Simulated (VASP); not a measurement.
# CoO (P3m1) in VASP: single point with PBEsol+D4

Aim: the single point of CoO with PBEsol+D4.

All numbers are computed with VASP 6.6.1; they aren't measurements. Logs are shortened: lines on timing, memory, paths and dates and some standing lists are left out, and cuts for length are marked.

## Step 1: The cell of the first run

The typed cell holds 4 atoms: a = 3.198 Å, b = 3.198 Å, c = 5.229 Å, α = 90.00°, β = 90.00°, γ = 120.00°.

## Step 2: Single point, PBEsol+D4, collinear spin, ferromagnetic start

The input, INCAR:

```
SYSTEM = CoO
ALGO = Normal
EDIFF = 1E-6
ENCUT = 520
GGA = PS
ISIF = 2
ISMEAR = 1
ISPIN = 2
ISYM = 0
IVDW = 13
LASPH = .TRUE.
LCHARG = .FALSE.
LMAXMIX = 4
LORBIT = 11
LREAL = .FALSE.
LWAVE = .FALSE.
MAGMOM = 2.5 2.5 0 0
NBANDS = 27
NELM = 150
PREC = Accurate
SIGMA = 0.3
```

The input, KPOINTS:

```
Automatic mesh
0
Gamma
  8 8 5
  0.5 0.5 0
```

The input, POSCAR:

```
CoO
1.0
    3.1976460000      0.0000000000      0.0000000000
   -1.5988230000      2.7692420000      0.0000000000
    0.0000000000      0.0000000000      5.2287100000
Co O
2 2
Direct
    0.0000000000      0.0000000000      0.0034740000
    0.3333333333      0.6666666667      0.5033620000
    0.0000000000      0.0000000000      0.3716090000
    0.3333333333      0.6666666667      0.8715560000
```

Potentials or basis: VASP PAW PBE potentials, release 64 (Co, O).

Run with:

```
> cat potpaw_PBE.64/Co/POTCAR potpaw_PBE.64/O/POTCAR > POTCAR
> mpirun -np 1 vasp_std > vasp.out
```

OUTCAR:

```text
SYSTEM = CoO
   EDIFF = 1E-6
   ENCUT = 520
   GGA = PS
   ISIF = 2
   ISMEAR = 1
   ISPIN = 2
   ISYM = 0
   IVDW = 13
   LASPH = .TRUE.
   LORBIT = 11
   LREAL = .FALSE.
   NELM = 150
   PREC = Accurate

 ion  position               nearest neighbor table
   1  0.000  0.000  0.003-   3 1.92   4 1.97   4 1.97   4 1.97
   2  0.333  0.667  0.503-   4 1.93   3 1.97   3 1.97   3 1.97
   3  0.000  0.000  0.372-   1 1.92   2 1.97   2 1.97   2 1.97
   4  0.333  0.667  0.872-   2 1.93   1 1.97   1 1.97   1 1.97

IMPORTANT INFORMATION: All symmetrisations will be switched off!
NOSYMM: (Re-)initialisation of all symmetry stuff for point group C_1.

----------------------------------------------------------------------------------------

                                     Primitive cell

  volume of cell :      46.3005

  direct lattice vectors                    reciprocal lattice vectors
     3.197646000  0.000000000  0.000000000     0.312730052  0.180554823  0.000000000
    -1.598823000  2.769242000  0.000000000     0.000000000  0.361109647  0.000000000
     0.000000000  0.000000000  5.228710000     0.000000000  0.000000000  0.191251762

  length of vectors
     3.197646000  3.197645421  5.228710000     0.361109581  0.361109647  0.191251762

  position of ions in fractional coordinates (direct lattice)
     0.000000000  0.000000000  0.003474000
     0.333333333  0.666666667  0.503362000
     0.000000000  0.000000000  0.371609000
     0.333333333  0.666666667  0.871556000

  ion indices of the primitive-cell ions
   primitive index   ion index
                 1           1
                 2           2
                 3           3
                 4           4

----------------------------------------------------------------------------------------

 KPOINTS: Automatic mesh

Automatic generation of k-mesh.
 Grid dimensions read from file:
 generate k-points for:    8    8    5

 Generating k-lattice:

  Cartesian coordinates                     Fractional coordinates (reciprocal lattice)
     0.039091257  0.022569353  0.000000000     0.125000000  0.000000000  0.000000000
     0.000000000  0.045138706  0.000000000     0.000000000  0.125000000  0.000000000
     0.000000000  0.000000000  0.038250352     0.000000000  0.000000000  0.200000000

  Length of vectors
     0.045138698  0.045138706  0.038250352

  Shift w.r.t. Gamma in fractional coordinates (k-lattice)
     0.500000000  0.500000000  0.000000000

 Subroutine IBZKPT returns following result:
 ===========================================

 Found    480 irreducible k-points:

 Following reciprocal coordinates:
            Coordinates               Weight
  0.062500  0.062500  0.000000      2.000000
 -0.062500  0.125000  0.000000      2.000000
 -0.125000  0.062500  0.000000      2.000000
  0.187500  0.062500  0.000000      2.000000
 -0.062500  0.250000  0.000000      2.000000
 -0.250000  0.187500  0.000000      2.000000
[... 16 lines left out ...]
 -0.062500 -0.375000  0.000000      2.000000
  0.375000 -0.437500  0.000000      2.000000
 [... further k-points ...]
   k-points           NKPTS =    480   k-points in BZ     NKDIM =    480   number of bands    NBANDS=     27
   number of dos      NEDOS =    301   number of ions     NIONS =      4
   total plane-waves  NPLWV =  23040
   dimension x,y,z NGX =    24 NGY =   24 NGZ =   40
   dimension x,y,z NGXF=    48 NGYF=   48 NGZF=   80
   ions per type =               2   2
   NGX,Y,Z   is equivalent  to a cutoff of  12.48, 12.48, 12.72 a.u.
   NGXF,Y,Z  is equivalent  to a cutoff of  24.96, 24.96, 25.44 a.u.
 SYSTEM =  CoO
   PREC   = accura    normal or accurate (medium, high low for compatibility)
   ISTART =      0    job   : 0-new  1-cont  2-samecut
   ICHARG =      2    charge: 1-file 2-atom 10-const
   ISPIN  =      2    spin polarized calculation?
   LNONCOLLINEAR =      F non collinear calculations
   LSORBIT =      F    spin-orbit coupling
   LASPH  =      T    aspherical Exc in radial PAW
   ENCUT  =  520.0 eV  38.22 Ry    6.18 a.u.   5.95  5.95  9.72*2*pi/ulx,y,z
   NELM   =    150;   NELMIN=  2; NELMDL= -5     # of ELM steps
   EDIFF  = 0.1E-05   stopping-criterion for ELM
   LREAL  =      F    real-space projection
   EDIFFG = 0.1E-04   stopping-criterion for IOM
   NSW    =      0    number of steps for IOM
   IBRION =     -1    ionic relax: 0-MD 1-quasi-New 2-CG
   NFREE  =      0    steps in history (QN), initial steepest desc. (CG)
   ISIF   =      2    stress and relaxation
   ISYM   =      0    0-nonsym 1-usesym 2-fastsym
   POTIM  = 0.5000    time-step for ionic-motion
   TEBEG  =    0.0;   TEEND  =   0.0 temperature during run
   PSTRESS=    0.0 pullay stress
   NELECT =      30.0000    total number of electrons
   NUPDOWN=      -1.0000    fix difference up-down
   EMIN   =  10.00;   EMAX   =-10.00  energy-range for DOS
   EFERMI =   0.00;   METHOD = LEGACY
   ISMEAR =     1;   SIGMA  =   0.30  broadening in eV -4-tet -1-fermi 0-gaus
   EFERMI_NEDOS =   21; number of points for ismear=-14 and -15
   IALGO  =     38    algorithm
   IMIX   =      4    mixing-type and parameters
     AMIX     =   0.40;   BMIX     =  1.00
     AMIX_MAG =   1.60;   BMIX_MAG =  1.00
  volume/ion in A,a.u.               =      11.58        78.11
  Fermi-wavevector in a.u.,A,eV,Ry     =   1.416620  2.677023 27.304329  2.006812
  Thomas-Fermi vector in A             =   2.537935
   LORBIT       =     11    0 simple, 1 ext, 2 COOP (PROOUT), +10 PAW based schemes
   GGA     = PS    functional components
   LHFCALC =     F    Hartree Fock is set to
   AEXX    =    0.0000 exact exchange contribution
   IVDW    =    13    specifies the selected vdW correction
   LEPSILON=     F    determine dielectric tensor
   LRPA    =     F    only Hartree local field effects (RPA)
 spin polarized calculation
 Methfessel and Paxton  Order N= 1 SIGMA  =   0.30
  energy-cutoff  :      520.00
  volume of cell :       46.30
 maximum number of plane-waves:      1267
   NGX = 11   NGY = 11   NGZ = 19

 number of electron      30.0000009 magnetization       5.8006465

 Free energy of the ion-electron system (eV)
  ---------------------------------------------------
  ext. energy  EPLUGINS =         0.00000000
  ---------------------------------------------------
  free energy    TOTEN  =       -28.26298255 eV

  energy without entropy =      -28.25760686  energy(sigma->0) =      -28.26119066

 E-fermi :   5.7833     XC(G=0): -11.4032

 val. band max:        5.7779263929   @ k =   0.1875   0.3125  -0.2000
 cond. band min:       5.7856202612   @ k =  -0.1875  -0.2500   0.2000
 fundamental gap:      0.0076938683
 Fermi energy:         5.7832626618

 spin component 1

 k-point     1 :       0.0625    0.0625    0.0000
  band No.  band energies     occupation
      1     -14.0732      1.00000
      2     -13.4654      1.00000
      3      -1.1523      1.00000
      4      -0.4466      1.00000
      5      -0.3839      1.00000
      6      -0.2312      1.00000
[... 19 lines left out ...]
     26      20.7275      0.00000
     27      21.5553      0.00000

 k-point     2 :      -0.0625    0.1250    0.0000
  band No.  band energies     occupation
      1     -14.0732      1.00000
      2     -13.4654      1.00000
      3      -1.1523      1.00000
      4      -0.4466      1.00000
      5      -0.3839      1.00000
      6      -0.2312      1.00000
[... 19 lines left out ...]
     26      20.7275      0.00000
     27      21.5553      0.00000

 k-point     3 :      -0.1250    0.0625    0.0000
  band No.  band energies     occupation
      1     -14.0732      1.00000
      2     -13.4654      1.00000
      3      -1.1523      1.00000
      4      -0.4466      1.00000
      5      -0.3839      1.00000
      6      -0.2312      1.00000
[... 19 lines left out ...]
     26      20.7275      0.00000
     27      21.5553      0.00000

 k-point     4 :       0.1875    0.0625    0.0000
  band No.  band energies     occupation
      1     -13.8974      1.00000
      2     -13.3959      1.00000
      3      -0.8944      1.00000
      4      -0.7177      1.00000
      5      -0.3054      1.00000
      6      -0.1604      1.00000
[... 19 lines left out ...]
     26      20.3381      0.00000
     27      21.3031      0.00000
[... 516 lines left out ...]
      4      -0.7619      1.00000
      5      -0.1898      1.00000
      6      -0.0406      1.00000
[... 19 lines left out ...]
     26      19.7057      0.00000
     27      22.3093      0.00000

 k-point    23 :      -0.0625   -0.3750    0.0000
  band No.  band energies     occupation
      1     -13.5704      1.00000
      2     -13.3160      1.00000
      3      -1.0837      1.00000
      4      -0.7619      1.00000
      5      -0.1898      1.00000
      6      -0.0406      1.00000
[... 19 lines left out ...]
     26      19.7057      0.00000
     27      22.3093      0.00000

 k-point    24 :       0.3750   -0.4375    0.0000
  band No.  band energies     occupation
      1     -13.5704      1.00000
      2     -13.3160      1.00000
      3      -1.0837      1.00000
      4      -0.7619      1.00000
      5      -0.1898      1.00000
      6      -0.0406      1.00000
[... 19 lines left out ...]
     26      19.7057      0.00000
     27      22.3093      0.00000

 [... further k-points ...]

 spin component 2

 k-point     1 :       0.0625    0.0625    0.0000
  band No.  band energies     occupation
      1     -13.4926      1.00000
      2     -12.8500      1.00000
      3      -0.6135      1.00000
      4       0.7084      1.00000
      5       0.8567      1.00000
      6       0.9825      1.00000
[... 19 lines left out ...]
     26      21.3442      0.00000
     27      22.1847      0.00000

 k-point     2 :      -0.0625    0.1250    0.0000
  band No.  band energies     occupation
      1     -13.4926      1.00000
      2     -12.8500      1.00000
      3      -0.6135      1.00000
      4       0.7084      1.00000
      5       0.8567      1.00000
      6       0.9825      1.00000
[... 19 lines left out ...]
     26      21.3442      0.00000
     27      22.1847      0.00000

 k-point     3 :      -0.1250    0.0625    0.0000
  band No.  band energies     occupation
      1     -13.4926      1.00000
      2     -12.8500      1.00000
      3      -0.6135      1.00000
      4       0.7084      1.00000
      5       0.8567      1.00000
      6       0.9825      1.00000
[... 19 lines left out ...]
     26      21.3443      0.00000
     27      22.1847      0.00000

 k-point     4 :       0.1875    0.0625    0.0000
  band No.  band energies     occupation
      1     -13.3079      1.00000
      2     -12.7764      1.00000
      3      -0.2798      1.00000
      4       0.1843      1.00000
      5       0.6601      1.00000
      6       0.9471      1.00000
[... 19 lines left out ...]
     26      20.9446      0.00000
     27      21.8747      0.00000
[... 516 lines left out ...]
      4      -0.0707      1.00000
      5       0.4803      1.00000
      6       1.0441      1.00000
[... 19 lines left out ...]
     26      20.3337      0.00000
     27      23.1026      0.00000

 k-point    23 :      -0.0625   -0.3750    0.0000
  band No.  band energies     occupation
      1     -12.9618      1.00000
      2     -12.6917      1.00000
      3      -0.3935      1.00000
      4      -0.0707      1.00000
      5       0.4803      1.00000
      6       1.0441      1.00000
[... 19 lines left out ...]
     26      20.3337      0.00000
     27      23.1026      0.00000

 k-point    24 :       0.3750   -0.4375    0.0000
  band No.  band energies     occupation
      1     -12.9618      1.00000
      2     -12.6918      1.00000
      3      -0.3935      1.00000
      4      -0.0707      1.00000
      5       0.4803      1.00000
      6       1.0441      1.00000
[... 19 lines left out ...]
     26      20.3337      0.00000
     27      23.1026      0.00000

 [... further k-points ...]

------------------------ aborting loop because EDIFF is reached ----------------------------------------

  DFT-D4 for vdW energy calculation

  Edisp (eV):   -0.53964

  FORCE on cell =-STRESS in cart. coord.  units (eV):
  Direction    XX          YY          ZZ          XY          YZ          ZX
  --------------------------------------------------------------------------------------
  -------------------------------------------------------------------------------------
  Total      -3.08331    -3.08332    -2.01033    -0.00002    -0.00000     0.00001
  in kB    -106.69439  -106.69474   -69.56510    -0.00055    -0.00014     0.00018
  external pressure =      -94.32 kB  Pullay stress =        0.00 kB

 VOLUME and BASIS-vectors are now :
 -----------------------------------------------------------------------------
  energy-cutoff  :      520.00
  volume of cell :       46.30
      direct lattice vectors                 reciprocal lattice vectors
     3.197646000  0.000000000  0.000000000     0.312730052  0.180554823  0.000000000
    -1.598823000  2.769242000  0.000000000     0.000000000  0.361109647  0.000000000
     0.000000000  0.000000000  5.228710000     0.000000000  0.000000000  0.191251762

 POSITION                                       TOTAL-FORCE (eV/Angst)
 -----------------------------------------------------------------------------------
      0.00000      0.00000      0.01816         0.000000      0.000000     -0.243717
     -0.00000      1.84616      2.63193         0.000001      0.000001     -0.237992
      0.00000      0.00000      1.94304        -0.000002     -0.000001      0.240867
     -0.00000      1.84616      4.55711         0.000001     -0.000000      0.240842
 -----------------------------------------------------------------------------------
    total drift:                               -0.000005      0.000003     -0.001561

  FREE ENERGIE OF THE ION-ELECTRON SYSTEM (eV)
  ---------------------------------------------------
  free  energy   TOTEN  =       -28.8026264079 eV

  energy  without entropy=      -28.7972507170  energy(sigma->0) =      -28.80083451

 total charge

# of ion       s       p       d       tot
------------------------------------------
    1        0.349   0.440   7.184   7.974
    2        0.349   0.441   7.184   7.974
    3        1.546   3.418   0.000   4.964
    4        1.546   3.418   0.000   4.964
--------------------------------------------------
tot          3.791   7.717  14.369  25.876

 magnetization (x)

# of ion       s       p       d       tot
------------------------------------------
    1        0.015   0.055   2.409   2.479
    2        0.015   0.055   2.409   2.479
    3        0.022   0.300   0.000   0.322
    4        0.022   0.301   0.000   0.322
--------------------------------------------------
tot          0.074   0.712   4.817   5.603
```

Wall time 13 min (1 thread of Intel Xeon Platinum 8488C (Sapphire Rapids), shared host); peak memory 0.82 GiB.

What came out:

| Property | Result |
| --- | --- |
| Free energy | -28.8026 eV |
| Pressure | -9.4 GPa |
| Largest force | 0.244 eV/Å |
| Net moment | 5.80 μB per cell |
| Site moments | Co +2.48; O +0.32 μB |
| Valence electrons inside the program's atomic spheres | Co 7.97; O 4.96 |
| Dispersion energy per atom | -0.135 eV |

Forces in eV/Å, atoms in the order of the input:
```
Co   0.000  0.000 -0.244
Co   0.000  0.000 -0.238
O    0.000  0.000  0.241
O    0.000  0.000  0.241
```

Stress tensor (GPa, compression positive):
```
-10.67   0.00   0.00
  0.00 -10.67   0.00
  0.00   0.00  -6.96
```

Levels at points of the mesh, in eV from the Fermi level:
Spin up:
```
           k point  band 14  band 15  band 16  band 17  band 18  band 19  band 20  band 21  band 22  band 23
(0.06, 0.06, 0.00)    -0.88    -0.79    -0.22     0.05     0.18     0.81     5.79     7.01    12.00    13.12
```
Spin down:
| k point | band 10 | band 11 | band 12 | band 13 | band 14 | band 15 |
| --- | --- | --- | --- | --- | --- | --- |
| (0.06, 0.06, 0.00) | -0.73 | -0.24 | -0.14 | 0.14 | 1.00 | 1.34 |

Caveat: the cell stands under tension; so wide a smearing shifts energies and pressures; the PAW data sets were made with another functional, which shifts forces and pressure a little; semilocal functionals often make such compounds metallic where correlation or magnetic order opens a gap, which also shifts bond lengths. With open d or f shells a metallic result of PBEsol can be an artefact of self-interaction; +U or a hybrid may open a gap.
